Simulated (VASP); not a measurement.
# C in VASP: a series of runs

C is run at these levels: PBEsol; tasks: relaxation of the atoms, single point.

Program: VASP 6.6.1. These are calculated values, not measurements. Logs are shortened: lines on timing, memory, paths and dates and some standing lists are left out, and cuts for length are marked.

## Step 1: The cell of the first run

The cell holds a slab with vacuum, 8 atoms: a = 2.513 Å, b = 2.513 Å, c = 23.668 Å, α = 90.00°, β = 90.00°, γ = 120.00°.

## Step 2: Relaxation of the atoms, PBEsol

INCAR

```
SYSTEM = C
PREC     = Accurate       ! precision mode
ENCUT    = 520            ! plane-wave cutoff, eV
EDIFF    = 1E-6           ! SCF threshold, eV
ISMEAR   = 0              ! smearing method
SIGMA    = 0.05           ! smearing width, eV
LREAL    = .FALSE.        ! projectors in reciprocal space
LASPH    = .TRUE.         ! aspherical terms in the spheres
NELM     = 80             ! most SCF steps
ALGO     = Normal         ! electronic algorithm
ISIF     = 2              ! what is computed and relaxed
LWAVE    = .FALSE.        ! write WAVECAR
LCHARG   = .FALSE.        ! write CHGCAR
LDIPOL   = .TRUE.       
IDIPOL   = 3            
DIPOL    = 0.5 0.5 0.500
GGA      = PS             ! functional
IBRION   = 2              ! ionic algorithm
NSW      = 90             ! ionic steps
EDIFFG   = -0.03          ! ionic threshold
```

KPOINTS

```
regular mesh
0
G
  12 12 1
  0 0 0
```

POSCAR

```
C
1.0
    2.5129226041      0.0000000000      0.0000000000
   -1.2564613021      2.1762548129      0.0000000000
    0.0000000000      0.0000000000     23.6683263218
C
8
Selective dynamics
Direct
    0.3333333333      0.6666666667      0.3591297451  F F F
    0.0000000000      0.0000000000      0.3808020920  F F F
    0.0000000000      0.0000000000      0.4458191327  F F F
    0.6666666667      0.3333333333      0.4674914796  F F F
    0.6666666667      0.3333333333      0.5325085204  T T T
    0.3333333333      0.6666666667      0.5541808673  T T T
    0.3333333333      0.6666666667      0.6191979080  T T T
    0.0000000000      0.0000000000      0.6408702549  T T T
```

Potentials or basis: VASP PAW PBE potentials, release 64 (C).

On the command line:

```sh
$ cat potpaw_PBE.64/C/POTCAR > POTCAR
$ mpirun -np 1 vasp_std > vasp.out
```

OUTCAR:

```text
SYSTEM = C
   PREC = Accurate
   ENCUT = 520
   EDIFF = 1E-6
   ISMEAR = 0
   LREAL = .FALSE.
   LASPH = .TRUE.
   NELM = 80
   ISIF = 2
   GGA = PS
   IBRION = 2
   NSW = 90
   EDIFFG = -0.03

 ion  position               nearest neighbor table
   1  0.333  0.667  0.359-   2 1.54   2 1.54   2 1.54
   2  0.000  0.000  0.381-   1 1.54   3 1.54   1 1.54   1 1.54
   3  0.000  0.000  0.446-   4 1.54   2 1.54   4 1.54   4 1.54
   4  0.667  0.333  0.467-   3 1.54   3 1.54   3 1.54   5 1.54
   5  0.667  0.333  0.533-   6 1.54   6 1.54   6 1.54   4 1.54
   6  0.333  0.667  0.554-   5 1.54   5 1.54   7 1.54   5 1.54
   7  0.333  0.667  0.619-   8 1.54   6 1.54   8 1.54   8 1.54
   8  0.000  0.000  0.641-   7 1.54   7 1.54   7 1.54

  LATTYP: Found a hexagonal cell.
 ALAT       =     2.5129226041
 C/A-ratio  =     9.4186451597

  Lattice vectors:

 A1 = (   2.5129226041,   0.0000000000,   0.0000000000)
 A2 = (  -1.2564613021,   2.1762548129,   0.0000000000)
 A3 = (   0.0000000000,   0.0000000000,  23.6683263218)

Analysis of symmetry for initial positions (statically):
=====================================================================
 Subroutine PRICEL returns:
 Original cell was already a primitive cell.

 Routine SETGRP: Setting up the symmetry group for a
 hexagonal supercell.

 Subroutine GETGRP returns: Found 12 space group operations
 (whereof  6 operations were pure point group operations)
 out of a pool of 24 trial point group operations.

The static configuration has the point symmetry C_3v.
 The point group associated with its full space group is D_3d.

Analysis of symmetry for dynamics (positions and initial velocities):
=====================================================================
 Subroutine PRICEL returns:
 Original cell was already a primitive cell.

 Routine SETGRP: Setting up the symmetry group for a
 hexagonal supercell.

 Subroutine GETGRP returns: Found 12 space group operations
 (whereof  6 operations were pure point group operations)
 out of a pool of 24 trial point group operations.

The dynamic configuration has the point symmetry C_3v.
 The point group associated with its full space group is D_3d.

Analysis of constrained symmetry for selective dynamics:
=====================================================================
 Subroutine PRICEL returns:
 Original cell was already a primitive cell.

 Routine SETGRP: Setting up the symmetry group for a
 hexagonal supercell.

 Subroutine GETGRP returns: Found  6 space group operations
 (whereof  6 operations were pure point group operations)
 out of a pool of 24 trial point group operations.

The constrained configuration has the point symmetry C_3v.

 Subroutine INISYM returns: Found  6 space group operations
 (whereof  6 operations are pure point group operations),
 and found     1 'primitive' translations

----------------------------------------------------------------------------------------

                                     Primitive cell

  volume of cell :     129.4364

  direct lattice vectors                    reciprocal lattice vectors
     2.512922604  0.000000000  0.000000000     0.397943016  0.229752507  0.000000000
    -1.256461302  2.176254813  0.000000000     0.000000000  0.459505015  0.000000000
     0.000000000  0.000000000 23.668326322     0.000000000  0.000000000  0.042250558

  length of vectors
     2.512922604  2.512922604 23.668326322     0.459505015  0.459505015  0.042250558

  position of ions in fractional coordinates (direct lattice)
     0.333333333  0.666666667  0.359129745
     0.000000000  0.000000000  0.380802092
     0.000000000  0.000000000  0.445819133
     0.666666667  0.333333333  0.467491480
     0.666666667  0.333333333  0.532508520
     0.333333333  0.666666667  0.554180867
     0.333333333  0.666666667  0.619197908
     0.000000000  0.000000000  0.640870255

  ion indices of the primitive-cell ions
   primitive index   ion index
                 1           1
[... 58 lines left out ...]
   dimension x,y,z NGX =    20 NGY =   20 NGZ =  180
   dimension x,y,z NGXF=    40 NGYF=   40 NGZF=  360
   ions per type =               8
   NGX,Y,Z   is equivalent  to a cutoff of  13.23, 13.23, 12.64 a.u.
   NGXF,Y,Z  is equivalent  to a cutoff of  26.46, 26.46, 25.29 a.u.
 SYSTEM =  C
   PREC   = accura    normal or accurate (medium, high low for compatibility)
   ISTART =      0    job   : 0-new  1-cont  2-samecut
   ICHARG =      2    charge: 1-file 2-atom 10-const
   ISPIN  =      1    spin polarized calculation?
   LNONCOLLINEAR =      F non collinear calculations
   LSORBIT =      F    spin-orbit coupling
   LASPH  =      T    aspherical Exc in radial PAW
   ENCUT  =  520.0 eV  38.22 Ry    6.18 a.u.   4.67  4.67 44.01*2*pi/ulx,y,z
   NELM   =     80;   NELMIN=  2; NELMDL= -5     # of ELM steps
   EDIFF  = 0.1E-05   stopping-criterion for ELM
   LREAL  =      F    real-space projection
   EDIFFG = -.3E-01   stopping-criterion for IOM
   NSW    =     90    number of steps for IOM
   IBRION =      2    ionic relax: 0-MD 1-quasi-New 2-CG
   NFREE  =      1    steps in history (QN), initial steepest desc. (CG)
   ISIF   =      2    stress and relaxation
   ISYM   =      2    0-nonsym 1-usesym 2-fastsym
   POTIM  = 0.5000    time-step for ionic-motion
   TEBEG  =    0.0;   TEEND  =   0.0 temperature during run
   PSTRESS=    0.0 pullay stress
   NELECT =      32.0000    total number of electrons
   NUPDOWN=      -1.0000    fix difference up-down
   EMIN   =  10.00;   EMAX   =-10.00  energy-range for DOS
   EFERMI =   0.00;   METHOD = LEGACY
   ISMEAR =     0;   SIGMA  =   0.05  broadening in eV -4-tet -1-fermi 0-gaus
   EFERMI_NEDOS =   21; number of points for ismear=-14 and -15
   IALGO  =     38    algorithm
   IMIX   =      4    mixing-type and parameters
     AMIX     =   0.40;   BMIX     =  1.00
     AMIX_MAG =   1.60;   BMIX_MAG =  1.00
  volume/ion in A,a.u.               =      16.18       109.18
  Fermi-wavevector in a.u.,A,eV,Ry     =   1.027478  1.941653 14.363831  1.055712
  Thomas-Fermi vector in A             =   2.161425
   LORBIT       =      0    0 simple, 1 ext, 2 COOP (PROOUT), +10 PAW based schemes
   GGA     = PS    functional components
   LHFCALC =     F    Hartree Fock is set to
   AEXX    =    0.0000 exact exchange contribution
   IVDW    =     0    specifies the selected vdW correction
   LEPSILON=     F    determine dielectric tensor
   LRPA    =     F    only Hartree local field effects (RPA)
 conjugate gradient relaxation of ions
 non-spin polarized calculation
 Gauss-broadening in eV      SIGMA  =   0.05
  energy-cutoff  :      520.00
  volume of cell :      129.44
 maximum number of plane-waves:      3509
 NGX is ok and might be reduce to    20

--------------------------------------- Ionic step        1  -------------------------------------------

 number of electron      32.0000001 magnetization

 Free energy of the ion-electron system (eV)
  ---------------------------------------------------
  ext. energy  EPLUGINS =         0.00000000
  ---------------------------------------------------
  free energy    TOTEN  =       -71.93352942 eV

  energy without entropy =      -71.92375094  energy(sigma->0) =      -71.92864018

------------------------ aborting loop because EDIFF is reached ----------------------------------------

 vacuum level on the upper side and lower side of the slab       (xc-potential included)        -0.206        -0.203

  FORCE on cell =-STRESS in cart. coord.  units (eV):
  Direction    XX          YY          ZZ          XY          YZ          ZX
  --------------------------------------------------------------------------------------
  -------------------------------------------------------------------------------------
  Total       -1.3140875     -1.3140875     -0.5810237      0.0000000      0.0000000      0.0000000
  in kB      -16.2659135    -16.2659135     -7.1919723      0.0000000      0.0000000      0.0000000
  external PRESSURE =     -13.2412665 kB  Pullay stress =       0.0000000 kB
[... 107 lines left out ...]
  FREE ENERGIE OF THE ION-ELECTRON SYSTEM (eV)
  ---------------------------------------------------
  free  energy   TOTEN  =       -72.4589498440 eV

  energy  without entropy=      -72.4443710435  energy(sigma->0) =      -72.45166044

 dipolmoment           0.000000      0.000000      0.006845 electrons x Angstroem

 E-fermi :   0.0042     XC(G=0):  -5.7197

 val. band max:       -0.0104502902   @ k =   0.3333   0.3333   0.0000
 cond. band min:       0.0198566984   @ k =   0.4167   0.1667   0.0000
 fundamental gap:      0.0303069886
 Fermi energy:         0.0042009046

 k-point     1 :       0.0000    0.0000    0.0000
  band No.  band energies     occupation
      1     -21.2838      2.00000
      2     -19.7741      2.00000
      3     -19.0533      2.00000
      4     -17.2191      2.00000
      5     -11.2014      2.00000
      6      -7.9187      2.00000
[... 445 lines left out ...]
     20       8.2190      0.00000
     21       8.6259      0.00000

[... ionic steps 4 to 78 ...]

--------------------------------------- Ionic step       79  -------------------------------------------

 number of electron      32.0000000 magnetization

------------------------ aborting loop because EDIFF is reached ----------------------------------------
[... 79 lines left out ...]
--------------------------------------- Ionic step       81  -------------------------------------------

 number of electron      32.0000001 magnetization

 dipolmoment           0.000000      0.000000     -0.052270 electrons x Angstroem

 Free energy of the ion-electron system (eV)
  ---------------------------------------------------
  ext. energy  EPLUGINS =         0.00000000
  ---------------------------------------------------
  free energy    TOTEN  =       -72.81530440 eV

  energy without entropy =      -72.81154376  energy(sigma->0) =      -72.81342408

 E-fermi :  -0.0094     XC(G=0):  -5.7977

 val. band max:       -0.0160791908   @ k =   0.3333   0.3333   0.0000
 cond. band min:       0.0053920283   @ k =   0.4167   0.1667   0.0000
 fundamental gap:      0.0214712191
 Fermi energy:        -0.0093776598

 k-point     1 :       0.0000    0.0000    0.0000
  band No.  band energies     occupation
      1     -21.1781      2.00000
      2     -19.6434      2.00000
      3     -19.0365      2.00000
      4     -17.2125      2.00000
      5     -11.0976      2.00000
      6      -7.6482      2.00000
[... 445 lines left out ...]
     20       8.2090      0.00000
     21       8.5791      0.00000

------------------------ aborting loop because EDIFF is reached ----------------------------------------

 vacuum level on the upper side and lower side of the slab       (xc-potential included)        -1.061         0.647

  FORCE on cell =-STRESS in cart. coord.  units (eV):
  Direction    XX          YY          ZZ          XY          YZ          ZX
  --------------------------------------------------------------------------------------
  -------------------------------------------------------------------------------------
  Total       -5.7028725     -5.7028725      0.1339137      0.0000000      0.0000000     -0.0000000
  in kB      -70.5907571    -70.5907571      1.6575985      0.0000000      0.0000000     -0.0000000
  external PRESSURE =     -46.5079719 kB  Pullay stress =       0.0000000 kB
[... 23 lines left out ...]
  FREE ENERGIE OF THE ION-ELECTRON SYSTEM (eV)
  ---------------------------------------------------
  free  energy   TOTEN  =       -72.8153043983 eV

  energy  without entropy=      -72.8115437633  energy(sigma->0) =      -72.81342408

 reached required accuracy - stopping structural energy minimisation

 vacuum level on the upper side and lower side of the slab         4.301         6.043
```

It took 63 min on 1 thread of Intel Xeon Platinum 8259CL at 2.50GHz (Skylake/Cascade Lake), shared host; peak memory 0.27 GiB.

Results:

| Property | Result |
| --- | --- |
| Free energy | -72.8153 eV |
| Energy gained by relaxing | 110.2 meV/atom |
| Ionic steps | 81 |

The path:
```tsv
step	energy change (eV)	largest force on free atoms (eV/Å)	pressure (GPa)
1	0.0000	4.5966	-1.32
4	-0.5253	0.2565	-0.53
7	-0.5317	0.3492	-0.81
10	-0.5444	0.3395	-1.62
13	-0.5527	0.2199	-1.97
16	-0.5709	0.5179	-2.06
19	-0.6016	1.1796	-1.91
22	-0.6030	1.3256	-1.88
25	-0.6060	1.5589	-1.86
28	-0.6146	1.4473	-1.89
31	-0.6800	0.8542	-2.17
34	-0.7404	0.5395	-2.79
37	-0.7666	0.5967	-3.11
40	-0.7942	0.4436	-3.50
43	-0.8240	0.4830	-4.05
46	-0.8514	0.3524	-4.13
49	-0.8709	0.2392	-4.54
52	-0.8748	0.0802	-4.44
55	-0.8756	0.1235	-4.48
58	-0.8763	0.1033	-4.51
61	-0.8775	0.0734	-4.43
64	-0.8782	0.0788	-4.47
67	-0.8789	0.0593	-4.46
70	-0.8794	0.0747	-4.46
73	-0.8804	0.0633	-4.56
76	-0.8811	0.0746	-4.57
79	-0.8817	0.0308	-4.64
81	-0.8818	0.0284	-4.65
```

Final structure:
```cif
data_structure
_symmetry_space_group_name_H-M 'P 1'
_symmetry_Int_Tables_number 1
_cell_length_a 2.5129
_cell_length_b 2.5129
_cell_length_c 23.6683
_cell_angle_alpha 90.000
_cell_angle_beta 90.000
_cell_angle_gamma 120.000
_cell_volume 129.44
loop_
_atom_site_label
_atom_site_type_symbol
_atom_site_fract_x
_atom_site_fract_y
_atom_site_fract_z
_atom_site_occupancy
C1 C 0.33333 0.66667 0.35913 1
C2 C 0.00000 0.00000 0.38080 1
C3 C 0.00000 0.00000 0.44582 1
C4 C 0.66667 0.33333 0.46749 1
C5 C 0.66667 0.33333 0.54600 1
C6 C 0.33333 0.66667 0.55512 1
C7 C 0.33333 0.66667 0.69268 1
C8 C 0.00000 0.00000 0.69287 1
```

Caveat: the PAW data sets were made with another functional, which shifts forces and pressure a little.

## Step 3: Single point, PBEsol

This run uses another cell than the first one: it holds 12 atoms, not 8.

INCAR

```
SYSTEM = C
ALGO = Normal
DIPOL = 0.5 0.5 0.500
EDIFF = 1E-6
ENCUT = 520
GGA = PS
IDIPOL = 3
ISIF = 2
ISMEAR = 0
LASPH = .True.
LCHARG = .False.
LDIPOL = .True.
LREAL = .False.
LWAVE = .False.
NBANDS = 36
NELM = 100
PREC = Accurate
SIGMA = 0.05
```

KPOINTS

```
k-points
0
Gamma
  12 12 1
  0 0 0
```

POSCAR

```
C
1.0
    2.5129226041      0.0000000000      0.0000000000
   -1.2564613021      2.1762548129      0.0000000000
    0.0000000000      0.0000000000     25.7719117505
C
12
Direct
    0.3333333333      0.6666666667      0.2910144995
    0.0000000000      0.0000000000      0.3109178805
    0.0000000000      0.0000000000      0.3706280235
    0.6666666667      0.3333333333      0.3905314045
    0.6666666667      0.3333333333      0.4502415475
    0.3333333333      0.6666666667      0.4701449285
    0.3333333333      0.6666666667      0.5298550715
    0.0000000000      0.0000000000      0.5497584525
    0.0000000000      0.0000000000      0.6094685955
    0.6666666667      0.3333333333      0.6293719765
    0.6666666667      0.3333333333      0.6890821195
    0.3333333333      0.6666666667      0.7089855005
```

Potentials or basis: VASP PAW PBE potentials, release 64 (C).

On the command line:

```sh
$ cat potpaw_PBE.64/C/POTCAR > POTCAR
$ mpirun -np 1 vasp_std > vasp.out
```

OUTCAR:

```text
SYSTEM = C
   EDIFF = 1E-6
   ENCUT = 520
   GGA = PS
   ISIF = 2
   ISMEAR = 0
   LASPH = .True.
   LREAL = .False.
   NELM = 100
   PREC = Accurate

 ion  position               nearest neighbor table
   1  0.333  0.667  0.291-   2 1.54   2 1.54   2 1.54
   2  0.000  0.000  0.311-   1 1.54   1 1.54   1 1.54   3 1.54
   3  0.000  0.000  0.371-   4 1.54   4 1.54   4 1.54   2 1.54
   4  0.667  0.333  0.391-   3 1.54   3 1.54   3 1.54   5 1.54
   5  0.667  0.333  0.450-   6 1.54   6 1.54   4 1.54   6 1.54
   6  0.333  0.667  0.470-   5 1.54   5 1.54   7 1.54   5 1.54
   7  0.333  0.667  0.530-   8 1.54   8 1.54   8 1.54   6 1.54
   8  0.000  0.000  0.550-   7 1.54   7 1.54   7 1.54   9 1.54
[... 974 lines left out ...]
      direct lattice vectors                 reciprocal lattice vectors
     2.512922604  0.000000000  0.000000000     0.397943016  0.229752507  0.000000000
    -1.256461302  2.176254813  0.000000000     0.000000000  0.459505015  0.000000000
     0.000000000  0.000000000 25.771911750     0.000000000  0.000000000  0.038801933

 POSITION                                       TOTAL-FORCE (eV/Angst)
 -----------------------------------------------------------------------------------
     -0.00000      1.45084      7.50000        -0.000000      0.000000      4.102160
      0.00000      0.00000      8.01295         0.000000      0.000000     -4.733105
      0.00000      0.00000      9.55179        -0.000000      0.000000      0.832781
      1.25646      0.72542     10.06474        -0.000000      0.000000     -0.389152
      1.25646      0.72542     11.60359         0.000000     -0.000000      0.202919
     -0.00000      1.45084     12.11653         0.000000     -0.000000     -0.122301
     -0.00000      1.45084     13.65538        -0.000000      0.000000      0.122301
      0.00000      0.00000     14.16833        -0.000000      0.000000     -0.202919
      0.00000      0.00000     15.70717         0.000000      0.000000      0.389152
      1.25646      0.72542     16.22012         0.000000      0.000000     -0.832781
      1.25646      0.72542     17.75896        -0.000000     -0.000000      4.733105
     -0.00000      1.45084     18.27191         0.000000     -0.000000     -4.102160
 -----------------------------------------------------------------------------------
    total drift:                               -0.000000     -0.000000      0.000008

  FREE ENERGIE OF THE ION-ELECTRON SYSTEM (eV)
  ---------------------------------------------------
  free  energy   TOTEN  =      -110.3022392721 eV

  energy  without entropy=     -110.2797005366  energy(sigma->0) =     -110.29096990

 vacuum level on the upper side and lower side of the slab         7.611         7.611
```

OSZICAR:

```text
N       E                     dE             d eps       ncg     rms          rms(c)
DAV:   1     0.261839252225E+03    0.26184E+03   -0.23239E+04  1368   0.120E+03
DAV:   2    -0.902149927060E+02   -0.35205E+03   -0.33070E+03  1868   0.275E+02
DAV:   3    -0.113632863478E+03   -0.23418E+02   -0.22879E+02  1732   0.705E+01
[... 14 lines left out ...]
DAV:  18    -0.110302193597E+03   -0.40010E-04   -0.18657E-06  1504   0.370E-03    0.110E-03
DAV:  19    -0.110302227886E+03   -0.34290E-04   -0.20149E-06  1372   0.291E-03    0.810E-04
DAV:  20    -0.110302235837E+03   -0.79505E-05   -0.45983E-07  1396   0.179E-03    0.242E-04
DAV:  21    -0.110302238746E+03   -0.29090E-05   -0.16240E-07  1240   0.800E-04    0.119E-04
DAV:  22    -0.110302239272E+03   -0.52611E-06   -0.32211E-08  1140   0.431E-04
   1 F= -.11030224E+03 E0= -.11029097E+03  d E =-.225387E-01
```

Wall time 4.5 min (1 thread of Intel Xeon 8259CL, shared host); peak memory 0.28 GiB.

What came out:

* Free energy: -110.3022 eV
* Largest force: 4.733 eV/Å
* Band gap on the k mesh: zero (bands 24 and 25 overlap by 0.17 eV)

Forces on the atoms (eV/Å):
```
C    0.000  0.000  4.102
C    0.000  0.000 -4.733
C    0.000  0.000  0.833
C    0.000  0.000 -0.389
C    0.000  0.000  0.203
C    0.000  0.000 -0.122
C    0.000  0.000  0.122
C    0.000  0.000 -0.203
C    0.000  0.000  0.389
C    0.000  0.000 -0.833
C    0.000  0.000  4.733
C    0.000  0.000 -4.102
```

Caveat: the PAW data sets were made with another functional, which shifts forces and pressure a little.

(Part 1 of 2 ends here.)
